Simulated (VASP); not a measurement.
Input of a VASP 6.6.1 run:

POSCAR

```
InAs
1.0
    4.0172780614      0.0000000000      0.0000000000
   -2.0086390307      3.4790648553      0.0000000000
    0.0000000000      0.0000000000      6.9008374309
In As
2 2
Direct
    0.0000000000      0.0000000000      0.0000000000
    0.0000000000      0.0000000000      0.5000000000
    0.3333333333      0.6666666667      0.2500000000
    0.6666666667      0.3333333333      0.7500000000
```

INCAR.step1

```
SYSTEM = InAs
PREC = Accurate ; ENCUT = 600
ISMEAR = -1 ; SIGMA = 0.02
LREAL = .False. ; LASPH = .True.
NELM = 60 ; GGA = PE
ALGO = Normal ; EDIFF = 1E-4
LWAVE = .True. ; LCHARG = .False.
```

INCAR.step2

```
SYSTEM = InAs
PREC = Accurate ; ENCUT = 600
EDIFF = 1E-6 ; ISMEAR = -1
SIGMA = 0.02 ; LREAL = .False.
LASPH = .True. ; NELM = 60
ALGO = Normal ; ISIF = 3
LWAVE = .False. ; LCHARG = .False.
METAGGA = R2SCAN ; LMIXTAU = .True.
IBRION = 2 ; NSW = 80
EDIFFG = -0.005 ; ISTART = 1
```

The input KPOINTS:

```
Automatic mesh
0
Gamma
  6 6 4
  0 0 0
```

Potentials or basis: VASP PAW PBE potentials, release 64 (In_d, As).

Launch:

```console
$ cat potpaw_PBE.64/In_d/POTCAR potpaw_PBE.64/As/POTCAR > POTCAR
$ cp INCAR.step1 INCAR
$ mpirun -np 1 vasp_std > vasp.out
$ cp INCAR.step2 INCAR
$ mpirun -np 1 vasp_std > vasp.out
```

(1) What does it give for the relaxed cell?

(2) Estimate the relaxed volume.

(3) Predict the space group after relaxing (to 0.05 Å).

(4) Estimate the band gap on the k mesh.

## Answers

(1) a = 3.967 Å, b = 3.967 Å, c = 6.853 Å, α = 90.00°, β = 90.00°, γ = 120.00°.

(2) 23.35 Å³/atom.

(3) P6_3/mmc (No. 194).

(4) zero (band 18 reaches 6.47 eV, above the bottom of band 19 at 3.41 eV).

Caveat: the PAW data sets were made with another functional, which shifts forces and pressure a little; spin-orbit coupling is left out, which moves the levels of the heavy elements.
